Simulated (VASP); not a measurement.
Sr, 1 atom in the cell. Symmetry: Fm-3m, No. 225, cubic system. Conventional cell: a = 6.113 Å, b = 6.113 Å, c = 6.113 Å, α = 90.00°, β = 90.00°, γ = 90.00°. Sr (site symmetry m-3m) has 12 Sr at 4.32 Å within 5.7 Å. 

| Quantity | Value |
| --- | --- |
| Program | VASP 6.6.1 |
| Task | single point |
| Functional | r2SCAN |
| Potentials or basis | VASP PAW PBE potentials, release 64 (Sr_sv) |
| Cutoff | 520 eV |
| k mesh | 10 × 10 × 10 |
| Occupations | fermi-dirac, width 0.1 eV |
| Spin | no spin polarisation |
| Dipole correction | no |
| Further INCAR settings | ALGO = Normal; EDIFF = 1e-06; NBANDS = 11 |

Potentials or basis: VASP PAW PBE potentials, release 64 (Sr_sv).

Run with:

```sh
$ cat potpaw_PBE.64/Sr_sv/POTCAR > POTCAR
$ cp INCAR.step1 INCAR
$ mpirun -np 1 vasp_std > vasp.out
$ cp INCAR.step2 INCAR
$ mpirun -np 1 vasp_std > vasp.out
```

Hardware: 1 thread of AMD EPYC 9R45 96-Core Processor (Zen 5), with other jobs on the host.

Q: Estimate the wall time of this run.

A: It took 58 s on 1 thread of AMD EPYC 9R45 96-Core Processor (Zen 5), on a shared host, peak memory 0.17 GiB. Counts: k points 47.
